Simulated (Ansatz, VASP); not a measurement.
## One calculation of Ba, two programs

INCAR

```
  ALGO = Normal
  EDIFF = 1E-7
  ENCUT = 520
  GGA = PE
  ISIF = 2
  ISMEAR = -1
  LASPH = T
  LCHARG = T
  LELF = T
  LREAL = F
  LVHAR = T
  LWAVE = F
  NBANDS = 17
  NELM = 60
  PREC = Accurate
  SIGMA = 0.1
```

The input KPOINTS:

```
k-points
0
Gamma
  8 8 8
```

The input POSCAR:

```
Ba
1.0
    0.0000000000      3.6963664843      3.6963664843
    3.6963664843      0.0000000000      3.6963664843
    3.6963664843      3.6963664843      0.0000000000
Ba
2
Direct
    0.1250000000      0.1250000000      0.1250000000
    0.8750000000      0.8750000000      0.8750000000
```

Input for Ansatz:

```yaml
crystal:
  lattice:
    - [0.0, 3.6963664843, 3.6963664843]
    - [3.6963664843, 0.0, 3.6963664843]
    - [3.6963664843, 3.6963664843, 0.0]
  atoms:
    - { symbol: Ba, position: [0.125, 0.125, 0.125] }
    - { symbol: Ba, position: [0.875, 0.875, 0.875] }
hamiltonian:
  xc: pbe
  pseudopotentials:
    kind: paw
    azcp:
      Ba: "pseudopotentials/Ba.paw.azcp"
basis:
  ecutwfc: 420
  fft_grid_basis: typed
kpoints:
  mp_grid: { grid: [8, 8, 8], shift: [0, 0, 0] }
magnetization:
  spin_polarized: false
scf:
  occupations: { method: fermi_dirac, width: 0.1 }
  lower_state_search: "off"
output:
  stress: true
  write_density: true
  write_potential: true
  elf: true
  volumetric_format: npy
```

Alike in both runs: task single point; functional PBE; k mesh 8 × 8 × 8; occupations fermi-dirac, width 0.1 eV; no spin polarisation.

|  | VASP | Ansatz |
| --- | --- | --- |
| version | VASP 6.6.1 | Ansatz 0.2.0 |
| potentials or method | VASP PAW PBE potentials, release 64 (Ba_sv), cutoff 520 eV | plane waves (420 eV) with PAW, scalar-relativistic |
| valence electrons in the cell | 20 | 20 |

```tsv
	VASP	Ansatz	Ansatz less VASP
pressure (GPa)	2.2	1.5	-0.72
```

The functional is the same, so the differences come from potentials, cutoffs and numerics.

Neither program's run includes spin-orbit coupling.
